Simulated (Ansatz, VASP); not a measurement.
**CdO: VASP beside Ansatz**

Contents of INCAR:

```
PREC = Accurate
ENCUT = 600
EDIFF = 1E-6
ISMEAR = 1
SIGMA = 0.012
LREAL = F
LASPH = T
NELM = 120
ALGO = Normal
ISIF = 2
LWAVE = F
LCHARG = F
GGA = PE
NBANDS = 16
GGA_COMPAT = F
```

KPOINTS

```
Automatic mesh
0
Gamma
  6 6 6
```

Contents of POSCAR:

```
CdO
1.0
    0.0000000000      2.4072985018      2.4072985018
    2.4072985018      0.0000000000      2.4072985018
    2.4072985018      2.4072985018      0.0000000000
Cd O
1 1
Direct
    0.0000000000      0.0000000000      0.0000000000
    0.5000000000      0.5000000000      0.5000000000
```

Input for Ansatz:

```yaml
crystal:
  lattice:
    - [0.0, 2.4072985018, 2.4072985018]
    - [2.4072985018, 0.0, 2.4072985018]
    - [2.4072985018, 2.4072985018, 0.0]
  atoms:
    - { symbol: Cd, position: [0.0, 0.0, 0.0] }
    - { symbol: O, position: [0.5, 0.5, 0.5] }
basis:
  ecutwfc: 420
kpoints:
  mp_grid: { grid: [6, 6, 6] }
  band_path: { path: [[0, 0, 0], [0.5, 0, 0], [0.5, 0.5, 0.5]], npoints: 8 }
hamiltonian:
  xc: pbe
scf:
  occupations: { method: methfessel_paxton, width: 0.012 }
  mixing: { beta: 0.2, ndim: 3, globalisation: backtrack, q_tf: 0.32 }
  initial_density: { chi_scale: 0, normalization: atom }
  max_iter: 78
output:
  forces: true
  stress: true
  eigenvalues: true
```

Alike in both runs: task single point; functional PBE; k mesh 6 × 6 × 6; occupations methfessel-paxton of order 1, width 0.012 eV; no spin polarisation.

```csv
,VASP,Ansatz
version,VASP 6.6.1,Ansatz 0.2.0
potentials or method,"VASP PAW PBE potentials, release 64 (Cd, O), cutoff 600 eV","scalar-relativistic, plane waves, PAW"
valence electrons in the cell,18,26
```

```tsv
	VASP	Ansatz	Ansatz less VASP
gap on the k mesh at the Fermi level (eV)	none	none	-
pressure (GPa)	-2.6	-3.4	-0.84
```

A gap of «none» marks a metal or a gap that the smearing closes. VASP's potentials hold 18 valence electrons a cell and Ansatz's 26, so a difference there can come from the potentials and not from the codes.

The k mesh is coarse, so the values compare programs but aren't converged.
